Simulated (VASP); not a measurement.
# GaGe (F-43m) in VASP: a series of runs

The runs below take GaGe through single point, with PBE-based screened hybrid with 25 % exact exchange, PBE-based global hybrid with 15 % exact exchange.

Program: VASP 6.6.1. These are calculated values, not measurements. Logs are shortened: lines on timing, memory, paths and dates and some standing lists are left out, and cuts for length are marked.

### 1 The cell of the first run

The structure is cubic, space group F-43m (No. 216). The conventional cell has a = 5.796 Å, b = 5.796 Å, c = 5.796 Å, α = 90.00°, β = 90.00°, γ = 90.00°. Within 3.3 Å of Ge (site symmetry -43m) lie 4 Ga at 2.51 Å. Within 3.3 Å of Ga (site symmetry -43m) lie 4 Ge at 2.51 Å.

### 2 Single point, PBE-based screened hybrid with 25 % exact exchange

POSCAR

```
GaGe
1.0
    0.0000000000      2.8978440000      2.8978440000
    2.8978440000      0.0000000000      2.8978440000
    2.8978440000      2.8978440000      0.0000000000
Ge Ga
1 1
Direct
    0.0000000000      0.0000000000      0.0000000000
    0.2500000000      0.2500000000      0.2500000000
```

INCAR.step1

```
SYSTEM = GaGe
ALGO = Normal
EDIFF = 1E-5
ENCUT = 520
GGA = PE
ISIF = 2
ISMEAR = -1
LASPH = .True.
LCHARG = .False.
LREAL = .False.
LWAVE = .True.
NBANDS = 20
NELM = 80
PREC = Accurate
SIGMA = 0.05
```

INCAR.step2

```
SYSTEM = GaGe
AEXX = 0.25
ALGO = Normal
EDIFF = 1E-6
ENCUT = 520
GGA = PE
HFSCREEN = 0.2078699
ISIF = 2
ISMEAR = -1
ISTART = 1
LASPH = .True.
LCHARG = .False.
LHFCALC = .True.
LREAL = .False.
LWAVE = .False.
NBANDS = 20
NELM = 80
PREC = Accurate
PRECFOCK = Normal
SIGMA = 0.05
```

KPOINTS

```
k-points
0
Gamma
  5 5 5
  0 0 0
```

Potentials or basis: VASP PAW PBE potentials, release 64 (Ge_d, Ga_d).

The run is started by

```bash
$ cat potpaw_PBE.64/Ge_d/POTCAR potpaw_PBE.64/Ga_d/POTCAR > POTCAR
$ cp INCAR.step1 INCAR
$ mpirun -np 1 vasp_std > vasp.out
$ cp INCAR.step2 INCAR
$ mpirun -np 1 vasp_std > vasp.out
```

OUTCAR:

```text
SYSTEM = GaGe
   AEXX = 0.25
   EDIFF = 1E-6
   ENCUT = 520
   GGA = PE
   HFSCREEN = 0.2078699
   ISIF = 2
   ISMEAR = -1
   ISTART = 1
   LASPH = .True.
   LHFCALC = .True.
   LREAL = .False.
   NELM = 80
   PREC = Accurate
   PRECFOCK = Normal

 ion  position               nearest neighbor table
   1  0.000  0.000  0.000-   2 2.51   2 2.51   2 2.51   2 2.51
   2  0.250  0.250  0.250-   1 2.51   1 2.51   1 2.51   1 2.51

  LATTYP: Found a face centered cubic cell.
 ALAT       =     5.7956880000

  Lattice vectors:

 A1 = (   0.0000000000,   2.8978440000,   2.8978440000)
 A2 = (   2.8978440000,   0.0000000000,   2.8978440000)
 A3 = (   2.8978440000,   2.8978440000,   0.0000000000)

Analysis of symmetry for initial positions (statically):
=====================================================================
 Subroutine PRICEL returns:
 Original cell was already a primitive cell.

 Routine SETGRP: Setting up the symmetry group for a
 face centered cubic supercell.

 Subroutine GETGRP returns: Found 24 space group operations
 (whereof 24 operations were pure point group operations)
 out of a pool of 48 trial point group operations.

The static configuration has the point symmetry T_d .

Analysis of symmetry for dynamics (positions and initial velocities):
=====================================================================
 Subroutine PRICEL returns:
 Original cell was already a primitive cell.

 Routine SETGRP: Setting up the symmetry group for a
 face centered cubic supercell.

 Subroutine GETGRP returns: Found 24 space group operations
 (whereof 24 operations were pure point group operations)
 out of a pool of 48 trial point group operations.

The dynamic configuration has the point symmetry T_d .

 Subroutine INISYM returns: Found 24 space group operations
 (whereof 24 operations are pure point group operations),
 and found     1 'primitive' translations

----------------------------------------------------------------------------------------

                                     Primitive cell

  volume of cell :      48.6693

  direct lattice vectors                    reciprocal lattice vectors
     0.000000000  2.897844000  2.897844000    -0.172542069  0.172542069  0.172542069
     2.897844000  0.000000000  2.897844000     0.172542069 -0.172542069  0.172542069
     2.897844000  2.897844000  0.000000000     0.172542069  0.172542069 -0.172542069

  length of vectors
     4.098170286  4.098170286  4.098170286     0.298851630  0.298851630  0.298851630

  position of ions in fractional coordinates (direct lattice)
     0.000000000  0.000000000  0.000000000
     0.250000000  0.250000000  0.250000000

  ion indices of the primitive-cell ions
   primitive index   ion index
                 1           1
                 2           2

----------------------------------------------------------------------------------------

 KPOINTS: k-points

Automatic generation of k-mesh.
 Grid dimensions read from file:
 generate k-points for:    5    5    5

 Generating k-lattice:

  Cartesian coordinates                     Fractional coordinates (reciprocal lattice)
    -0.034508414  0.034508414  0.034508414     0.200000000  0.000000000  0.000000000
     0.034508414 -0.034508414  0.034508414     0.000000000  0.200000000  0.000000000
     0.034508414  0.034508414 -0.034508414     0.000000000  0.000000000  0.200000000

  Length of vectors
     0.059770326  0.059770326  0.059770326

  Shift w.r.t. Gamma in fractional coordinates (k-lattice)
     0.000000000  0.000000000  0.000000000

 Subroutine IBZKPT returns following result:
 ===========================================

 Found     10 irreducible k-points:

 Following reciprocal coordinates:
            Coordinates               Weight
  0.000000  0.000000  0.000000      1.000000
  0.200000  0.000000  0.000000      8.000000
  0.400000  0.000000  0.000000      8.000000
  0.200000  0.200000  0.000000      6.000000
  0.400000  0.200000  0.000000     24.000000
 -0.400000  0.200000  0.000000     24.000000
 -0.200000  0.200000  0.000000     12.000000
  0.400000  0.400000  0.000000      6.000000
 -0.400000  0.400000  0.000000     12.000000
 -0.400000  0.400000  0.200000     24.000000
   k-points           NKPTS =     10   k-points in BZ     NKDIM =    125   number of bands    NBANDS=     20
   number of dos      NEDOS =    301   number of ions     NIONS =      2
   total plane-waves  NPLWV =  27000
   dimension x,y,z NGX =    30 NGY =   30 NGZ =   30
   dimension x,y,z NGXF=    60 NGYF=   60 NGZF=   60
   ions per type =               1   1
   NGX,Y,Z   is equivalent  to a cutoff of  12.17, 12.17, 12.17 a.u.
   NGXF,Y,Z  is equivalent  to a cutoff of  24.34, 24.34, 24.34 a.u.
 SYSTEM =  GaGe
   PREC   = accura    normal or accurate (medium, high low for compatibility)
   ISTART =      1    job   : 0-new  1-cont  2-samecut
   ICHARG =      0    charge: 1-file 2-atom 10-const
   ISPIN  =      1    spin polarized calculation?
   LNONCOLLINEAR =      F non collinear calculations
   LSORBIT =      F    spin-orbit coupling
   LASPH  =      T    aspherical Exc in radial PAW
   ENCUT  =  520.0 eV  38.22 Ry    6.18 a.u.   7.62  7.62  7.62*2*pi/ulx,y,z
   NELM   =     80;   NELMIN=  2; NELMDL=  0     # of ELM steps
   EDIFF  = 0.1E-05   stopping-criterion for ELM
   LREAL  =      F    real-space projection
   EDIFFG = 0.1E-04   stopping-criterion for IOM
   NSW    =      0    number of steps for IOM
   IBRION =     -1    ionic relax: 0-MD 1-quasi-New 2-CG
   NFREE  =      0    steps in history (QN), initial steepest desc. (CG)
   ISIF   =      2    stress and relaxation
   ISYM   =      3    0-nonsym 1-usesym 2-fastsym
   POTIM  = 0.5000    time-step for ionic-motion
   TEBEG  =    0.0;   TEEND  =   0.0 temperature during run
   PSTRESS=    0.0 pullay stress
   NELECT =      27.0000    total number of electrons
   NUPDOWN=      -1.0000    fix difference up-down
   EMIN   =  10.00;   EMAX   =-10.00  energy-range for DOS
   EFERMI =   0.00;   METHOD = LEGACY
   ISMEAR =    -1;   SIGMA  =   0.05  broadening in eV -4-tet -1-fermi 0-gaus
   EFERMI_NEDOS =   21; number of points for ismear=-14 and -15
   IALGO  =     38    algorithm
   IMIX   =      1    mixing-type and parameters
     AMIX     =   0.40;   BMIX     =  1.00
     AMIX_MAG =   1.60;   BMIX_MAG =  1.00
  volume/ion in A,a.u.               =      24.33       164.22
  Fermi-wavevector in a.u.,A,eV,Ry     =   1.345172  2.542006 24.619567  1.809487
  Thomas-Fermi vector in A             =   2.473106
   LORBIT       =      0    0 simple, 1 ext, 2 COOP (PROOUT), +10 PAW based schemes
   GGA     = PE    functional components
   LHFCALC =     T    Hartree Fock is set to
   PRECFOCK=normal    Normal, Fast or Accurate (Low or Medium for compatibility)
   ENCUT4O =  -1.0   cutoff for four orbital integrals eV
   NKREDX  =     1    reduce k-point grid by
   NKREDY  =     1    reduce k-point grid by
   NKREDZ  =     1    reduce k-point grid by
   AEXX    =    0.2500 exact exchange contribution
   HFSCREEN=    0.2079 screening length (either q_TF or 0.3 A-1)
   HFSCREENC=   0.2079 screening length for correlation (either q_TF or 0.3 A-1)
   ENCUTFOCK=  -1.0 apply spherical cutoff to Coloumb kernel
   IVDW    =     0    specifies the selected vdW correction
   LEPSILON=     F    determine dielectric tensor
   LRPA    =     F    only Hartree local field effects (RPA)
 non-spin polarized calculation
  energy-cutoff  :      520.00
  volume of cell :       48.67
 maximum number of plane-waves:      1363
  NGX = 24; NGY = 24; NGZ = 24

 number of electron      26.9999991 magnetization

 Free energy of the ion-electron system (eV)
  ---------------------------------------------------
  ext. energy  EPLUGINS =         0.00000000
  ---------------------------------------------------
  free energy    TOTEN  =        -8.26382283 eV

  energy without entropy =       -8.25542191  energy(sigma->0) =       -8.25962237

 E-fermi :   2.8131     XC(G=0):  -7.9556

 val. band max:        2.7254012545   @ k =  -0.4000   0.2000   0.0000
 cond. band min:       3.0819308637   @ k =   0.2000   0.2000   0.0000
 fundamental gap:      0.3565296092
 Fermi energy:         2.8130584371

 k-point     1 :       0.0000    0.0000    0.0000
  band No.  band energies     occupation
      1     -24.3652      2.00000
      2     -24.3652      2.00000
      3     -24.3652      2.00000
      4     -24.3456      2.00000
      5     -24.3456      2.00000
      6     -14.2246      2.00000
[... 12 lines left out ...]
     19      11.2468      0.00000
     20      14.3939      0.00000

 k-point     2 :       0.2000    0.0000    0.0000
  band No.  band energies     occupation
      1     -24.3649      2.00000
      2     -24.3643      2.00000
      3     -24.3643      2.00000
      4     -24.3454      2.00000
      5     -24.3454      2.00000
      6     -14.2309      2.00000
[... 12 lines left out ...]
     19      12.8352      0.00000
     20      13.0349      0.00000

 k-point     3 :       0.4000    0.0000    0.0000
  band No.  band energies     occupation
      1     -24.3646      2.00000
      2     -24.3629      2.00000
      3     -24.3629      2.00000
      4     -24.3449      2.00000
      5     -24.3449      2.00000
      6     -14.2414      2.00000
[... 12 lines left out ...]
     19      13.8587      0.00000
     20      14.8054      0.00000

 k-point     4 :       0.2000    0.2000    0.0000
  band No.  band energies     occupation
      1     -24.3662      2.00000
      2     -24.3632      2.00000
      3     -24.3632      2.00000
      4     -24.3463      2.00000
      5     -24.3445      2.00000
      6     -14.2389      2.00000
[... 12 lines left out ...]
     19      11.5700      0.00000
     20      14.0966      0.00000

 k-point     5 :       0.4000    0.2000    0.0000
  band No.  band energies     occupation
      1     -24.3660      2.00000
      2     -24.3620      2.00000
      3     -24.3617      2.00000
      4     -24.3462      2.00000
      5     -24.3440      2.00000
      6     -14.2471      2.00000
[... 12 lines left out ...]
     19      14.6237      0.00000
     20      15.3679      0.00000

 k-point     6 :      -0.4000    0.2000    0.0000
  band No.  band energies     occupation
      1     -24.3644      2.00000
      2     -24.3626      2.00000
      3     -24.3618      2.00000
      4     -24.3453      2.00000
      5     -24.3445      2.00000
      6     -14.2463      2.00000
[... 12 lines left out ...]
     19      13.3405      0.00000
     20      14.2885      0.00000

 k-point     7 :      -0.2000    0.2000    0.0000
  band No.  band energies     occupation
      1     -24.3646      2.00000
      2     -24.3633      2.00000
      3     -24.3631      2.00000
      4     -24.3455      2.00000
      5     -24.3448      2.00000
      6     -14.2391      2.00000
[... 12 lines left out ...]
     19      12.0707      0.00000
     20      14.8028      0.00000

 k-point     8 :       0.4000    0.4000    0.0000
  band No.  band energies     occupation
      1     -24.3679      2.00000
      2     -24.3600      2.00000
      3     -24.3600      2.00000
      4     -24.3474      2.00000
      5     -24.3428      2.00000
      6     -14.2599      2.00000
[... 12 lines left out ...]
     19      14.9043      0.00000
     20      17.0427      0.00000

 k-point     9 :      -0.4000    0.4000    0.0000
  band No.  band energies     occupation
      1     -24.3668      2.00000
      2     -24.3604      2.00000
      3     -24.3600      2.00000
      4     -24.3469      2.00000
      5     -24.3432      2.00000
      6     -14.2572      2.00000
[... 12 lines left out ...]
     19      13.9507      0.00000
     20      15.2783      0.00000

 k-point    10 :      -0.4000    0.4000    0.2000
  band No.  band energies     occupation
      1     -24.3652      2.00000
      2     -24.3625      2.00000
      3     -24.3600      2.00000
      4     -24.3462      2.00000
      5     -24.3438      2.00000
      6     -14.2514      2.00000
[... 12 lines left out ...]
     19      14.1180      0.00000
     20      15.5893      0.00000

------------------------ aborting loop because EDIFF is reached ----------------------------------------

  FORCE on cell =-STRESS in cart. coord.  units (eV):
  Direction    XX          YY          ZZ          XY          YZ          ZX
  --------------------------------------------------------------------------------------
  -------------------------------------------------------------------------------------
  Total       -0.4377624     -0.4377624     -0.4377624     -0.0000000     -0.0000000     -0.0000000
  in kB      -14.4109988    -14.4109988    -14.4109988     -0.0000000     -0.0000000     -0.0000000
  external PRESSURE =     -14.4109988 kB  Pullay stress =       0.0000000 kB

 VOLUME and BASIS-vectors are now :
 -----------------------------------------------------------------------------
  energy-cutoff  :      520.00
  volume of cell :       48.67
      direct lattice vectors                 reciprocal lattice vectors
     0.000000000  2.897844000  2.897844000    -0.172542069  0.172542069  0.172542069
     2.897844000  0.000000000  2.897844000     0.172542069 -0.172542069  0.172542069
     2.897844000  2.897844000  0.000000000     0.172542069  0.172542069 -0.172542069

 POSITION                                       TOTAL-FORCE (eV/Angst)
 -----------------------------------------------------------------------------------
      0.00000      0.00000      0.00000         0.000000      0.000000      0.000000
      1.44892      1.44892      1.44892        -0.000000     -0.000000     -0.000000
 -----------------------------------------------------------------------------------
    total drift:                               -0.000001     -0.000004     -0.000002

  FREE ENERGIE OF THE ION-ELECTRON SYSTEM (eV)
  ---------------------------------------------------
  free  energy   TOTEN  =        -8.2638228337 eV

  energy  without entropy=       -8.2554219079  energy(sigma->0) =       -8.25962237
```

Wall time 53 min (1 thread of AMD EPYC 7R43 (Zen 3), shared host); peak memory 0.26 GiB.

Results:

- Free energy: -8.2638 eV
- Pressure: -1.4 GPa
- Band gap on the k mesh: zero (an odd number of electrons rules out a gap without spin polarisation)

Levels at points of the mesh, in eV from the Fermi level:
```csv
k point,band 10,band 11,band 12,band 13,band 14,band 15,band 16,band 17
"(0.00, 0.00, 0.00)",-16.98,-11.74,2.00,2.00,2.00,2.87,5.03,5.03
```

Caveat: the k points lie up to 0.38 Å⁻¹ apart, too coarse for converged energies and pressures of a metal; the PAW data sets were made with another functional, which shifts forces and pressure a little; an odd number of electrons without spin polarisation forces a metal; a magnetic or distorted state may lie lower.

### 3 Single point, PBE-based global hybrid with 15 % exact exchange

POSCAR is that of step 2.

INCAR.step1

```
ALGO     = Normal         # electronic algorithm
EDIFF    = 1E-5           # SCF threshold, eV
ENCUT    = 500            # plane-wave cutoff, eV
GGA      = PE             # functional
GGA_COMPAT= F            
ISIF     = 2              # what is computed and relaxed
ISMEAR   = -1             # smearing method
KPAR     = 8            
LASPH    = T              # aspherical terms in the spheres
LCHARG   = F              # write CHGCAR
LREAL    = F              # projectors in reciprocal space
LWAVE    = T              # write WAVECAR
NBANDS   = 20             # bands
NELM     = 120            # most SCF steps
PREC     = Accurate       # precision mode
SIGMA    = 0.05           # smearing width, eV
```

INCAR.step2

```
AEXX     = 0.15           # exact-exchange fraction
ALGO     = Normal         # electronic algorithm
EDIFF    = 1E-6           # SCF threshold, eV
ENCUT    = 500            # plane-wave cutoff, eV
GGA      = PE             # functional
GGA_COMPAT= F            
ISIF     = 2              # what is computed and relaxed
ISMEAR   = -1             # smearing method
ISTART   = 1            
KPAR     = 8            
LASPH    = T              # aspherical terms in the spheres
LCHARG   = F              # write CHGCAR
LHFCALC  = T              # exact exchange
LREAL    = F              # projectors in reciprocal space
LWAVE    = F              # write WAVECAR
NBANDS   = 20             # bands
NELM     = 120            # most SCF steps
PREC     = Accurate       # precision mode
PRECFOCK = Normal       
SIGMA    = 0.05           # smearing width, eV
```

KPOINTS

```
k-points
0
Gamma
  5 5 5
```

Potentials or basis: VASP PAW PBE potentials, release 64 (Ge_d, Ga_d).

The run is started by

```bash
$ cat potpaw_PBE.64/Ge_d/POTCAR potpaw_PBE.64/Ga_d/POTCAR > POTCAR
$ cp INCAR.step1 INCAR
$ mpirun -np 8 vasp_std > vasp.out
$ cp INCAR.step2 INCAR
$ mpirun -np 8 vasp_std > vasp.out
```

It took 6.4 min on 8 MPI ranks of AMD EPYC 7R13 (Zen 3), shared host; peak memory 0.16 GiB.

The run converged. Its results:

| Property | Result |
| --- | --- |
| Free energy | -8.2594 eV |
| Pressure | -1.1 GPa |
| Band gap on the k mesh | zero (an odd number of electrons rules out a gap without spin polarisation) |

Levels at points of the mesh, in eV from the Fermi level:
| k point | band 10 | band 11 | band 12 | band 13 | band 14 | band 15 | band 16 | band 17 |
| --- | --- | --- | --- | --- | --- | --- | --- | --- |
| (0.00, 0.00, 0.00) | -16.00 | -11.38 | 2.22 | 2.22 | 2.22 | 2.86 | 5.13 | 5.13 |

Caveat: the k points lie up to 0.38 Å⁻¹ apart, too coarse for converged energies and pressures of a metal; the PAW data sets were made with another functional, which shifts forces and pressure a little; an odd number of electrons without spin polarisation forces a metal; a magnetic or distorted state may lie lower.

The gap in the log of VASP goes by the Fermi energy; the results here count the filled bands.